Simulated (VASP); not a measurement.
# Si16Ge (a cell with a defect) in VASP: further runs

The runs below take Si16Ge (a cell with a defect) through single point, with PBEsol.

All numbers are computed with VASP 6.6.1; they aren't measurements. Logs are shortened: lines on timing, memory, paths and dates and some standing lists are left out, and cuts for length are marked.

### Step 1. The cell of the first run

The cell holds a defect, 17 atoms: a = 7.679 Å, b = 7.679 Å, c = 7.679 Å, α = 60.00°, β = 60.00°, γ = 60.00°.

### Step 2. Single point, PBEsol

Input file INCAR:

```
SYSTEM = Si16Ge
PREC = Accurate
ENCUT = 520
EDIFF = 1E-7
ISMEAR = -1
SIGMA = 0.05
LREAL = Auto
LASPH = .TRUE.
NELM = 100
ALGO = Normal
ISIF = 2
LWAVE = .FALSE.
LCHARG = .FALSE.
GGA = PS
NBANDS = 53
```

Input file KPOINTS:

```
Automatic mesh
0
G
  2 2 2
  0 0 0
```

Input file POSCAR:

```
Si16Ge
1.0
    0.0000000000      5.4300000000      5.4300000000
    5.4300000000      0.0000000000      5.4300000000
    5.4300000000      5.4300000000      0.0000000000
Si Ge
16 1
Direct
   -0.0615203499      0.0210188766      0.0202339779
    0.1175759669      0.1125441068      0.1100704420
    0.0117975138     -0.0230903315      0.5058989871
    0.1174373849      0.1124143646      0.6597147330
    0.0114514733      0.5071199816     -0.0246833333
    0.1168372928      0.6602798343      0.1112984346
    0.0114964088      0.5067498158      0.5059669429
    0.1728171271      0.6098311234      0.6084504604
    0.4946180479     -0.0046482505     -0.0056867403
    0.5659623389      0.1450100368      0.1443262431
    0.4945093923     -0.0045659300      0.5153368324
    0.6397969613      0.1132306630      0.6232851750
    0.4937548803      0.5160548803     -0.0050756906
    0.6394988029      0.6242266114      0.1120385820
    0.5465157459      0.4851698895      0.4839881215
    0.6394837017      0.6242689687      0.6238686004
    1.1562033149      0.2817340700      0.2805699816
```

Potentials or basis: VASP PAW PBE potentials, release 64 (Si, Ge_d).

Command:

```
cat potpaw_PBE.64/Si/POTCAR potpaw_PBE.64/Ge_d/POTCAR > POTCAR
mpirun -np 1 vasp_std > vasp.out
```

OUTCAR:

```text
SYSTEM = Si16Ge
   PREC = Accurate
   ENCUT = 520
   EDIFF = 1E-7
   ISMEAR = -1
   LREAL = Auto
   LASPH = .TRUE.
   NELM = 100
   ISIF = 2
   GGA = PS

 ion  position               nearest neighbor table
   1  0.938  0.021  0.020-   2 2.29   4 2.29   6 2.29  10 2.34
   2  0.118  0.113  0.110-   1 2.29   9 2.37  17 2.44   5 2.48   3 2.49
   3  0.012  0.977  0.506-   8 2.32  12 2.33   4 2.48   2 2.49  17 2.52
   4  0.117  0.112  0.660-   1 2.29  11 2.37  17 2.45   7 2.48   3 2.48
   5  0.011  0.507  0.975-   8 2.31  14 2.33   6 2.48   2 2.48  17 2.52
   6  0.117  0.660  0.111-   1 2.29  13 2.37  17 2.44   5 2.48   7 2.48
   7  0.011  0.507  0.506-   8 2.31  16 2.33   4 2.48   6 2.48  17 2.52
   8  0.173  0.610  0.608-   5 2.31   7 2.31   3 2.32  15 2.34
   9  0.495  0.995  0.994-  12 2.33  14 2.33  10 2.35   2 2.37
  10  0.566  0.145  0.144-   1 2.34  13 2.35  11 2.35   9 2.35  17 2.57
  11  0.495  0.995  0.515-  12 2.33  16 2.33  10 2.35   4 2.37
  12  0.640  0.113  0.623-   9 2.33  11 2.33   3 2.33  15 2.34
  13  0.494  0.516  0.995-  14 2.33  16 2.33  10 2.35   6 2.37
  14  0.639  0.624  0.112-  13 2.33   9 2.33   5 2.33  15 2.34
  15  0.547  0.485  0.484-  12 2.34  16 2.34  14 2.34   8 2.34
  16  0.639  0.624  0.624-  13 2.33  11 2.33   7 2.33  15 2.34
  17  0.156  0.282  0.281-   2 2.44   6 2.44   4 2.45   3 2.52   5 2.52   7 2.52  10 2.57

  LATTYP: Found a face centered cubic cell.
 ALAT       =    10.8600000000

  Lattice vectors:

 A1 = (   0.0000000000,   5.4300000000,   5.4300000000)
 A2 = (   5.4300000000,   0.0000000000,   5.4300000000)
 A3 = (   5.4300000000,   5.4300000000,   0.0000000000)

Analysis of symmetry for initial positions (statically):
=====================================================================
 Subroutine PRICEL returns:
 Original cell was already a primitive cell.

 Routine SETGRP: Setting up the symmetry group for a
 face centered cubic supercell.

 Subroutine GETGRP returns: Found  1 space group operations
 (whereof  1 operations were pure point group operations)
 out of a pool of 48 trial point group operations.

The static configuration has the point symmetry C_1 .

Analysis of symmetry for dynamics (positions and initial velocities):
=====================================================================
 Subroutine PRICEL returns:
 Original cell was already a primitive cell.

 Routine SETGRP: Setting up the symmetry group for a
 face centered cubic supercell.

 Subroutine GETGRP returns: Found  1 space group operations
 (whereof  1 operations were pure point group operations)
 out of a pool of 48 trial point group operations.

The dynamic configuration has the point symmetry C_1 .

 Subroutine INISYM returns: Found  1 space group operations
 (whereof  1 operations are pure point group operations),
 and found     1 'primitive' translations

----------------------------------------------------------------------------------------

                                     Primitive cell

  volume of cell :     320.2060

  direct lattice vectors                    reciprocal lattice vectors
     0.000000000  5.430000000  5.430000000    -0.092081031  0.092081031  0.092081031
     5.430000000  0.000000000  5.430000000     0.092081031 -0.092081031  0.092081031
     5.430000000  5.430000000  0.000000000     0.092081031  0.092081031 -0.092081031

  length of vectors
     7.679179644  7.679179644  7.679179644     0.159489025  0.159489025  0.159489025

  position of ions in fractional coordinates (direct lattice)
     0.938479650  0.021018877  0.020233978
     0.117575967  0.112544107  0.110070442
     0.011797514  0.976909668  0.505898987
     0.117437385  0.112414365  0.659714733
     0.011451473  0.507119982  0.975316667
     0.116837293  0.660279834  0.111298435
[... 9 lines left out ...]
     0.639483702  0.624268969  0.623868600
     0.156203315  0.281734070  0.280569982

  ion indices of the primitive-cell ions
   primitive index   ion index
                 1           1
                 2           2
                 3           3
                 4           4
                 5           5
                 6           6
[... 9 lines left out ...]
                16          16
                17          17

----------------------------------------------------------------------------------------

 KPOINTS: Automatic mesh

Automatic generation of k-mesh.
 Grid dimensions read from file:
 generate k-points for:    2    2    2

 Generating k-lattice:

  Cartesian coordinates                     Fractional coordinates (reciprocal lattice)
    -0.046040516  0.046040516  0.046040516     0.500000000  0.000000000  0.000000000
     0.046040516 -0.046040516  0.046040516     0.000000000  0.500000000  0.000000000
     0.046040516  0.046040516 -0.046040516     0.000000000  0.000000000  0.500000000

  Length of vectors
     0.079744512  0.079744512  0.079744512

  Shift w.r.t. Gamma in fractional coordinates (k-lattice)
     0.000000000  0.000000000  0.000000000

 Subroutine IBZKPT returns following result:
 ===========================================

 Found      8 irreducible k-points:

 Following reciprocal coordinates:
            Coordinates               Weight
  0.000000  0.000000  0.000000      1.000000
  0.500000  0.000000  0.000000      1.000000
  0.000000  0.500000  0.000000      1.000000
  0.000000  0.000000  0.500000      1.000000
  0.500000  0.500000  0.500000      1.000000
  0.500000  0.500000  0.000000      1.000000
  0.000000  0.500000  0.500000      1.000000
  0.500000  0.000000  0.500000      1.000000
   k-points           NKPTS =      8   k-points in BZ     NKDIM =      8   number of bands    NBANDS=     53
   number of dos      NEDOS =    301   number of ions     NIONS =     17
   total plane-waves  NPLWV = 216000
   dimension x,y,z NGX =    60 NGY =   60 NGZ =   60
   dimension x,y,z NGXF=   120 NGYF=  120 NGZF=  120
   ions per type =              16   1
   NGX,Y,Z   is equivalent  to a cutoff of  12.99, 12.99, 12.99 a.u.
   NGXF,Y,Z  is equivalent  to a cutoff of  25.98, 25.98, 25.98 a.u.
 SYSTEM =  Si16Ge
   PREC   = accura    normal or accurate (medium, high low for compatibility)
   ISTART =      0    job   : 0-new  1-cont  2-samecut
   ICHARG =      2    charge: 1-file 2-atom 10-const
   ISPIN  =      1    spin polarized calculation?
   LNONCOLLINEAR =      F non collinear calculations
   LSORBIT =      F    spin-orbit coupling
   LASPH  =      T    aspherical Exc in radial PAW
   ENCUT  =  520.0 eV  38.22 Ry    6.18 a.u.  14.28 14.28 14.28*2*pi/ulx,y,z
   NELM   =    100;   NELMIN=  2; NELMDL= -5     # of ELM steps
   EDIFF  = 0.1E-06   stopping-criterion for ELM
   LREAL  =      T    real-space projection
   EDIFFG = 0.1E-05   stopping-criterion for IOM
   NSW    =      0    number of steps for IOM
   IBRION =     -1    ionic relax: 0-MD 1-quasi-New 2-CG
   NFREE  =      0    steps in history (QN), initial steepest desc. (CG)
   ISIF   =      2    stress and relaxation
   ISYM   =      2    0-nonsym 1-usesym 2-fastsym
   POTIM  = 0.5000    time-step for ionic-motion
   TEBEG  =    0.0;   TEEND  =   0.0 temperature during run
   PSTRESS=    0.0 pullay stress
   NELECT =      78.0000    total number of electrons
   NUPDOWN=      -1.0000    fix difference up-down
   EMIN   =  10.00;   EMAX   =-10.00  energy-range for DOS
   EFERMI =   0.00;   METHOD = LEGACY
   ISMEAR =    -1;   SIGMA  =   0.05  broadening in eV -4-tet -1-fermi 0-gaus
   EFERMI_NEDOS =   21; number of points for ismear=-14 and -15
   IALGO  =     38    algorithm
   IMIX   =      4    mixing-type and parameters
     AMIX     =   0.40;   BMIX     =  1.00
     AMIX_MAG =   1.60;   BMIX_MAG =  1.00
  volume/ion in A,a.u.               =      18.84       127.11
  Fermi-wavevector in a.u.,A,eV,Ry     =   1.022421  1.932096 14.222785  1.045345
  Thomas-Fermi vector in A             =   2.156100
   LORBIT       =      0    0 simple, 1 ext, 2 COOP (PROOUT), +10 PAW based schemes
   GGA     = PS    functional components
   LHFCALC =     F    Hartree Fock is set to
   AEXX    =    0.0000 exact exchange contribution
   IVDW    =     0    specifies the selected vdW correction
   LEPSILON=     F    determine dielectric tensor
   LRPA    =     F    only Hartree local field effects (RPA)
 non-spin polarized calculation
  energy-cutoff  :      520.00
  volume of cell :      320.21
 maximum number of plane-waves:      8646
 NGX is ok and might be reduce to    60
   NGX = 29   NGY = 29   NGZ = 29

 number of electron      78.0000002 magnetization

 Free energy of the ion-electron system (eV)
  ---------------------------------------------------
  ext. energy  EPLUGINS =         0.00000000
  ---------------------------------------------------
  free energy    TOTEN  =       -92.50314582 eV

  energy without entropy =      -92.41881642  energy(sigma->0) =      -92.46098112

 E-fermi :   6.7435     XC(G=0):  -9.9009

 val. band max:        6.7115213947   @ k =   0.5000   0.5000   0.5000
 cond. band min:       6.7673248961   @ k =   0.0000   0.5000   0.5000
 fundamental gap:      0.0558035014
 Fermi energy:         6.7434839317

 k-point     1 :       0.0000    0.0000    0.0000
  band No.  band energies     occupation
      1     -18.2221      2.00000
      2     -18.2215      2.00000
      3     -18.1794      2.00000
      4     -18.1684      2.00000
      5     -18.1682      2.00000
      6      -6.5228      2.00000
[... 43 lines left out ...]
     50       8.2562      0.00000
     51       8.7811      0.00000

 k-point     2 :       0.5000    0.0000    0.0000
  band No.  band energies     occupation
      1     -18.2221      2.00000
      2     -18.2215      2.00000
      3     -18.1794      2.00000
      4     -18.1684      2.00000
      5     -18.1682      2.00000
      6      -6.2017      2.00000
[... 316 lines left out ...]
 k-point     8 :       0.5000    0.0000    0.5000
  band No.  band energies     occupation
      1     -18.2221      2.00000
      2     -18.2215      2.00000
      3     -18.1794      2.00000
      4     -18.1684      2.00000
      5     -18.1682      2.00000
      6      -6.0525      2.00000
[... 43 lines left out ...]
     50      10.2203      0.00000
     51      10.3741      0.00000
 [bands above 51 left out]

------------------------ aborting loop because EDIFF is reached ----------------------------------------

  FORCE on cell =-STRESS in cart. coord.  units (eV):
  Direction    XX          YY          ZZ          XY          YZ          ZX
  --------------------------------------------------------------------------------------
  -------------------------------------------------------------------------------------
  Total        7.5949984      7.5968057      7.6551672      1.5045515     -1.4761730      1.5249495
  in kB       38.0022040     38.0112469     38.3032638      7.5281483     -7.3861540      7.6302110
  external PRESSURE =      38.1055715 kB  Pullay stress =       0.0000000 kB

 VOLUME and BASIS-vectors are now :
 -----------------------------------------------------------------------------
  energy-cutoff  :      520.00
  volume of cell :      320.21
      direct lattice vectors                 reciprocal lattice vectors
     0.000000000  5.430000000  5.430000000    -0.092081031  0.092081031  0.092081031
     5.430000000  0.000000000  5.430000000     0.092081031 -0.092081031  0.092081031
     5.430000000  5.430000000  0.000000000     0.092081031  0.092081031 -0.092081031

 POSITION                                       TOTAL-FORCE (eV/Angst)
 -----------------------------------------------------------------------------------
      0.22400      5.20582      5.21008        -0.021700      0.022179      0.020624
      1.20880      1.23612      1.24955         0.020367      0.014533     -0.008146
      8.05165      2.81109      5.36868         0.021355     -0.040849     -0.005891
      4.19266      4.21994      1.24809        -0.012552     -0.027122      0.011248
      8.04963      5.35815      2.81584         0.026490     -0.008915     -0.028743
      4.18967      1.23878      4.21975         0.013795     -0.003533     -0.013771
[... 9 lines left out ...]
      6.77739      6.86000      6.86218         0.012074     -0.026999     -0.015312
      3.05331      2.37168      2.37800        -0.118325      0.142500      0.106462
 -----------------------------------------------------------------------------------
    total drift:                               -0.002624      0.007175      0.001880

  FREE ENERGIE OF THE ION-ELECTRON SYSTEM (eV)
  ---------------------------------------------------
  free  energy   TOTEN  =       -92.5031458249 eV

  energy  without entropy=      -92.4188164181  energy(sigma->0) =      -92.46098112
```

It took 4.9 min on 1 thread of AMD EPYC 7R43 (Zen 3), shared host; peak memory 0.45 GiB.

What came out:

```
Free energy            : -92.5031 eV
Pressure               : 3.8 GPa
Largest force          : 0.214 eV/Å
Band gap on the k mesh : zero (bands 39 and 40 overlap by 0.16 eV)
```

Forces on the atoms (eV/Å):
```
Si  -0.022  0.022  0.021
Si   0.020  0.015 -0.008
Si   0.021 -0.041 -0.006
Si  -0.013 -0.027  0.011
Si   0.026 -0.009 -0.029
Si   0.014 -0.004 -0.014
Si   0.001 -0.032 -0.027
Si   0.027 -0.027 -0.024
Si   0.021  0.004  0.010
Si  -0.059  0.059  0.051
Si  -0.003 -0.018  0.007
Si   0.018 -0.018 -0.012
Si  -0.013  0.013 -0.010
Si   0.027 -0.014 -0.017
Si   0.039 -0.039 -0.044
Si   0.012 -0.027 -0.015
Ge  -0.118  0.142  0.106
```

Levels at points of the mesh, in eV from the Fermi level:
```tsv
k point	band 36	band 37	band 38	band 39	band 40	band 41	band 42	band 43
(0.00, 0.00, 0.00)	-0.92	-0.60	-0.59	-0.55	-0.14	-0.13	0.12	0.12
(0.50, 0.00, 0.00)	-1.31	-1.29	-1.28	-0.32	0.36	0.37	1.12	1.14
(0.00, 0.50, 0.00)	-1.39	-1.36	-1.04	-0.04	0.05	0.74	0.81	0.91
(0.00, 0.00, 0.50)	-1.39	-1.37	-1.05	-0.03	0.05	0.73	0.80	0.91
(0.50, 0.50, 0.50)	-1.39	-1.37	-1.04	-0.03	0.05	0.74	0.80	0.92
(0.50, 0.50, 0.00)	-1.85	-1.73	-1.03	0.02	0.45	1.19	1.31	1.50
(0.00, 0.50, 0.50)	-1.85	-1.72	-1.02	0.02	0.45	1.19	1.31	1.50
(0.50, 0.00, 0.50)	-1.85	-1.72	-1.02	0.02	0.45	1.19	1.31	1.50
```

Caveat: the k points lie up to 0.50 Å⁻¹ apart; the PAW data sets were made with another functional, which shifts forces and pressure a little.

### Step 3. Single point, PBEsol

Input file INCAR:

```
SYSTEM = Si16Ge
  PREC = Accurate
  ENCUT = 520
  EDIFF = 1E-7
  ISMEAR = -1
  SIGMA = 0.05
  LREAL = Auto
  LASPH = .TRUE.
  NELM = 100
  ALGO = Normal
  ISIF = 2
  LWAVE = .FALSE.
  LCHARG = .FALSE.
  GGA = PS
  NBANDS = 53
```

Input file KPOINTS:

```
regular mesh
0
G
  2 2 2
  0 0 0
```

Input file POSCAR:

```
Si16Ge
1.0
    0.0000000000      5.4300000000      5.4300000000
    5.4300000000      0.0000000000      5.4300000000
    5.4300000000      5.4300000000      0.0000000000
Si Ge
16 1
Direct
   -0.0415313076      0.0141545120      0.0135773481
    0.1176189687      0.1167985267      0.1151710866
    0.0071646409     -0.0182775322      0.5056302026
    0.1176575506      0.1168059853      0.6501498158
    0.0068157459      0.5066702578     -0.0197492634
    0.1169768877      0.6507934622      0.1160046961
    0.0068320442      0.5064438306      0.5060593002
    0.1615936464      0.6135645488      0.6122177716
    0.4975390424     -0.0036499079     -0.0051427256
    0.5926137201      0.1361560773      0.1354658379
    0.4974728361     -0.0036507366      0.5108840700
    0.6361842541      0.1160984346      0.6236301105
    0.4969935543      0.5118049724     -0.0046241252
    0.6357578269      0.6250060773      0.1147707182
    0.5344291897      0.4892582873      0.4879903315
    0.6357937385      0.6250445672      0.6240337017
    1.1981004604      0.2678091160      0.2667437385
```

Potentials or basis: VASP PAW PBE potentials, release 64 (Si, Ge_d).

Command:

```
cat potpaw_PBE.64/Si/POTCAR potpaw_PBE.64/Ge_d/POTCAR > POTCAR
mpirun -np 1 vasp_std > vasp.out
```

Wall time 4.5 min (1 thread of AMD EPYC 7R43 (Zen 3), shared host); peak memory 0.45 GiB.

The run converged. Its results:

```yaml
Free_energy: -92.6713 eV
Pressure: 4.4 GPa
Largest_force: 0.269 eV/Å
Band_gap_on_the_k_mesh: zero (bands 39 and 40 overlap by 0.22 eV)
```

Forces in eV/Å, atoms in the order of the input:
```
Si  -0.068  0.066  0.072
Si   0.067  0.021  0.010
Si   0.033 -0.046 -0.008
Si  -0.019 -0.067  0.013
Si   0.047 -0.004 -0.041
Si  -0.017  0.018 -0.062
Si   0.006 -0.049 -0.034
Si   0.056 -0.055 -0.054
Si   0.022  0.014  0.006
Si  -0.088  0.082  0.095
Si  -0.014 -0.019  0.009
Si   0.035 -0.030 -0.022
Si  -0.010  0.013 -0.020
Si   0.030 -0.022 -0.031
Si   0.051 -0.055 -0.049
Si   0.022 -0.029 -0.035
Ge  -0.154  0.162  0.150
```

Stress tensor (GPa, compression positive):
```
 4.35  0.24  0.26
 0.24  4.35 -0.25
 0.26 -0.25  4.36
```

Levels at points of the mesh, in eV from the Fermi level:
| k point | band 35 | band 36 | band 37 | band 38 | band 39 | band 40 | band 41 | band 42 | band 43 | band 44 |
| --- | --- | --- | --- | --- | --- | --- | --- | --- | --- | --- |
| (0.00, 0.00, 0.00) | -1.54 | -0.81 | -0.63 | -0.63 | -0.38 | -0.15 | -0.15 | 0.04 | 0.05 | 0.52 |
| (0.50, 0.00, 0.00) | -1.36 | -1.36 | -1.33 | -1.33 | -0.32 | 0.41 | 0.42 | 1.07 | 1.07 | 1.18 |
| (0.00, 0.50, 0.00) | -1.41 | -1.39 | -1.38 | -1.22 | -0.19 | 0.33 | 0.72 | 0.80 | 0.88 | 1.28 |
| (0.00, 0.00, 0.50) | -1.41 | -1.39 | -1.39 | -1.23 | -0.19 | 0.33 | 0.72 | 0.80 | 0.87 | 1.28 |
| (0.50, 0.50, 0.50) | -1.41 | -1.39 | -1.38 | -1.23 | -0.19 | 0.33 | 0.72 | 0.80 | 0.87 | 1.28 |
| (0.50, 0.50, 0.00) | -2.02 | -1.89 | -1.77 | -1.15 | 0.07 | 0.65 | 1.10 | 1.20 | 1.28 | 1.91 |
| (0.00, 0.50, 0.50) | -2.01 | -1.90 | -1.77 | -1.15 | 0.07 | 0.65 | 1.10 | 1.20 | 1.28 | 1.91 |
| (0.50, 0.00, 0.50) | -2.01 | -1.90 | -1.77 | -1.15 | 0.07 | 0.65 | 1.10 | 1.20 | 1.28 | 1.91 |

Caveat: the k points lie up to 0.50 Å⁻¹ apart; the PAW data sets were made with another functional, which shifts forces and pressure a little.

(Continued in part 2 of 2.)
